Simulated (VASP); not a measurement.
InP3: single point with PBEsol

The system is InP3.

```
CELL_PARAMETERS angstrom
3.71499 2.14485 3.27938
-3.71499 2.14485 3.27938
0.00000 -4.28970 3.27938
ATOMIC_POSITIONS crystal
In 0.27328 0.27328 0.27328
In 0.72672 0.72672 0.72672
P 0.79471 0.24119 0.79471
P 0.79471 0.79471 0.24119
P 0.24119 0.79471 0.79471
P 0.20529 0.75881 0.20529
P 0.75881 0.20529 0.20529
P 0.20529 0.20529 0.75881
```

```
Program                : VASP 6.6.1
Task                   : single point
Functional             : PBEsol
Potentials or basis    : VASP PAW PBE potentials, release 64 (In_d, P)
Cutoff                 : 520 eV
k mesh                 : 6 × 6 × 6
Occupations            : gaussian, width 0.1 eV
Spin                   : no spin polarisation
Dipole correction      : no
Further INCAR settings : ALGO = Normal; EDIFF = 1e-06; NBANDS = 38
```

```yaml
Pressure: 0.0 GPa
Largest_force: 0.023 eV/Å
Band_gap_on_the_k_mesh: zero (band 28 reaches 7.02 eV, above the bottom of band 29 at 6.54 eV)
```

Forces in eV/Å, atoms in the order of the input:
```
In   0.000  0.000  0.003
In   0.000  0.000 -0.003
P    0.014 -0.008  0.017
P    0.000  0.016  0.017
P   -0.014 -0.008  0.017
P   -0.014  0.008 -0.017
P    0.014  0.008 -0.017
P    0.000 -0.016 -0.017
```

Levels at points of the mesh, in eV from the Fermi level:
| k point | band 24 | band 25 | band 26 | band 27 | band 28 | band 29 | band 30 | band 31 | band 32 | band 33 |
| --- | --- | --- | --- | --- | --- | --- | --- | --- | --- | --- |
| (0.00, 0.00, 0.00) | -2.27 | -2.27 | -2.11 | -0.70 | -0.70 | -0.22 | -0.20 | 2.01 | 2.30 | 2.30 |
| (0.50, 0.00, 0.00) | -2.57 | -2.55 | -1.53 | -1.12 | -1.08 | 0.32 | 2.57 | 2.58 | 3.11 | 3.36 |
| (0.50, 0.50, 0.00) | -2.55 | -1.41 | -0.79 | -0.62 | 0.03 | 1.26 | 1.41 | 2.19 | 2.40 | 3.48 |
| (0.50, 0.50, 0.50) | -1.06 | 0.05 | 0.05 | 0.18 | 0.18 | 1.58 | 1.68 | 1.68 | 1.84 | 1.84 |

Run time: 71 s on 1 thread of Intel(R) Xeon(R) 6975P-C (Granite Rapids), with other jobs on the host, peak memory 0.32 GiB.

Caveat: the PAW data sets were made with another functional, which shifts forces and pressure a little; spin-orbit coupling is left out, which moves the levels of the heavy elements.
